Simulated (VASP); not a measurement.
Write the native input for VASP 6.6.1 that does the following.

| Property | Result |
| --- | --- |
| Task | single point |
| Functional | PBE |
| Potentials or basis | VASP PAW PBE potentials, release 64 (Cd, Se) |
| Cutoff | 500 eV |
| k mesh | 8 × 8 × 8 |
| Occupations | fermi-dirac, width 0.05 eV |
| Spin | no spin polarisation |
| Dipole correction | no |
| Further INCAR settings | ALGO = Normal; EDIFF = 1e-06; NBANDS = 16 |

The structure of CdSe lies in POSCAR:

```
CdSe
1.0
    3.4842506466      0.0000000000      0.0000000000
    0.0000000000      3.4842506466      0.0000000000
    0.0000000000      0.0000000000      3.4842506466
Cd Se
1 1
Direct
    0.5000000000      0.5000000000      0.5000000000
    0.0000000000      0.0000000000      0.0000000000
```

These files were run (other wordings do the same):

INCAR

```
SYSTEM = CdSe
PREC = Accurate
ENCUT = 500
EDIFF = 1E-6
ISMEAR = -1
SIGMA = 0.05
LREAL = .FALSE.
LASPH = .TRUE.
NELM = 120
ALGO = Normal
ISIF = 2
LWAVE = .FALSE.
LCHARG = .FALSE.
GGA = PE
NBANDS = 16
GGA_COMPAT = .FALSE.
```

KPOINTS

```
Automatic mesh
0
G
  8 8 8
  0 0 0
```

Potentials or basis: VASP PAW PBE potentials, release 64 (Cd, Se).

Run with:

```bash
$ cat potpaw_PBE.64/Cd/POTCAR potpaw_PBE.64/Se/POTCAR > POTCAR
$ mpirun -np 1 vasp_std > vasp.out
```

It gave:

- Pressure: 4.5 GPa
- Band gap on the k mesh: zero (band 9 reaches 4.00 eV, above the bottom of band 10 at 2.57 eV)

It took 33 s on 1 thread of Intel Xeon 8259CL, on a shared host, peak memory 0.17 GiB.
